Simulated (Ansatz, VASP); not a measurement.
**ZnTe3O: VASP beside Ansatz**

```xyz
5
Lattice="4.7008 0.0000 0.0000 0.0000 4.7008 0.0000 0.0000 0.0000 4.7222" Properties=species:S:1:pos:R:3 pbc="T T T"
Zn    2.3504    2.3504    2.2761
Te    2.3504    2.3504    0.0756
Te    2.3504    0.0000    2.4320
Te    0.0000    2.3504    2.4320
O     0.0000    0.0000    0.0000
```

Change from the starting cell: species swapped into the BaTiO3 type (P4mm, No. 99).

Alike in both runs: task relaxation of cell and atoms; functional PBE; k mesh 4 × 4 × 4; occupations gaussian, width 0.1 eV; no spin polarisation.

|  | VASP | Ansatz |
| --- | --- | --- |
| version | VASP 6.6.1 | Ansatz 0.2.0 |
| potentials or method | VASP PAW PBE potentials, release 64 (Zn, Te, O), cutoff 600 eV | scalar-relativistic, plane waves, PAW |
| valence electrons in the cell | 36 | 66 |

```tsv
	VASP	Ansatz	Ansatz less VASP
gap on the k mesh at the Fermi level, each at its own relaxed structure (eV)	none	none	-
relaxed volume (Å³/atom)	28.67	28.99	+0.319
relaxed length of the cell vector where the two differ most in proportion (Å)	6.104	6.165	+0.0615
```

A gap of «none» marks a metal or a gap that the smearing closes. VASP's potentials hold 36 valence electrons a cell and Ansatz's 66, so a difference there can come from the potentials and not from the codes.

Spin-orbit coupling is off throughout. Noted on VASP's run: the volume moved by over 15 % at a fixed basis, so the end points are rough.
